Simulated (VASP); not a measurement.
Wanted: the native input for a VASP 6.6.1 run.

```yaml
Task: single point
Functional: r2SCAN
Potentials_or_basis: VASP PAW PBE potentials, release 64 (Si, C)
Cutoff: 520 eV
k_mesh: 10 × 10 × 10
Occupations: gaussian, width 0.05 eV
Spin: no spin polarisation
Dipole_correction: no
Further_INCAR_settings: ALGO = Normal; EDIFF = 1e-06; NBANDS = 11
```

SiC:

```xyz
2
Lattice="0.0000 2.0148 2.0148 2.1781 -0.1634 2.1781 2.1781 2.1781 -0.1634" Properties=species:S:1:pos:R:3 pbc="T T T"
Si    0.0000    0.0000    0.0000
C     3.2672    3.0222    3.0222
```

This cell differs from its parent crystal: strain -0.1500 x Voigt [0, 0, 0, 1, 0, 0].

The input as run:

POSCAR

```
SiC
1.0
    0.0000000000      2.0147841084      2.0147841084
    2.1781449820     -0.1633608736      2.1781449820
    2.1781449820      2.1781449820     -0.1633608736
Si C
1 1
Direct
    0.0000000000      0.0000000000      0.0000000000
    0.7500000000      0.7500000000      0.7500000000
```

INCAR.step1

```
SYSTEM = SiC
PREC = Accurate ; ENCUT = 520
ISMEAR = 0 ; SIGMA = 0.05
LREAL = .False. ; LASPH = .True.
NELM = 60 ; NBANDS = 11
GGA = PE ; ALGO = Normal
EDIFF = 1E-4 ; LWAVE = .True.
LCHARG = .False.
```

INCAR.step2

```
SYSTEM = SiC
PREC = Accurate ; ENCUT = 520
EDIFF = 1E-6 ; ISMEAR = 0
SIGMA = 0.05 ; LREAL = .False.
LASPH = .True. ; NELM = 60
ALGO = Normal ; ISIF = 2
LWAVE = .False. ; LCHARG = .False.
METAGGA = R2SCAN ; LMIXTAU = .True.
NBANDS = 11 ; ISTART = 1
```

KPOINTS

```
Automatic mesh
0
Gamma
  10 10 10
  0 0 0
```

Potentials or basis: VASP PAW PBE potentials, release 64 (Si, C).

Command:

```sh
$ cat potpaw_PBE.64/Si/POTCAR potpaw_PBE.64/C/POTCAR > POTCAR
$ cp INCAR.step1 INCAR
$ mpirun -np 1 vasp_std > vasp.out
$ cp INCAR.step2 INCAR
$ mpirun -np 1 vasp_std > vasp.out
```

It gave:

| Property | Result |
| --- | --- |
| Pressure | 6.5 GPa |
| Largest force | 1.234 eV/Å |
| Band gap on the k mesh | 0.50 eV (least direct gap 3.05 eV) |

Caveat: the cell differs from its parent crystal (strain -0.1500 x Voigt [0, 0, 0, 1, 0, 0]); the cell stands under pressure; the PAW data sets were made with another functional, which shifts forces and pressure a little.

Wall time 93 s on 1 thread of Intel Xeon 8259CL (shared host), peak memory 0.16 GiB.
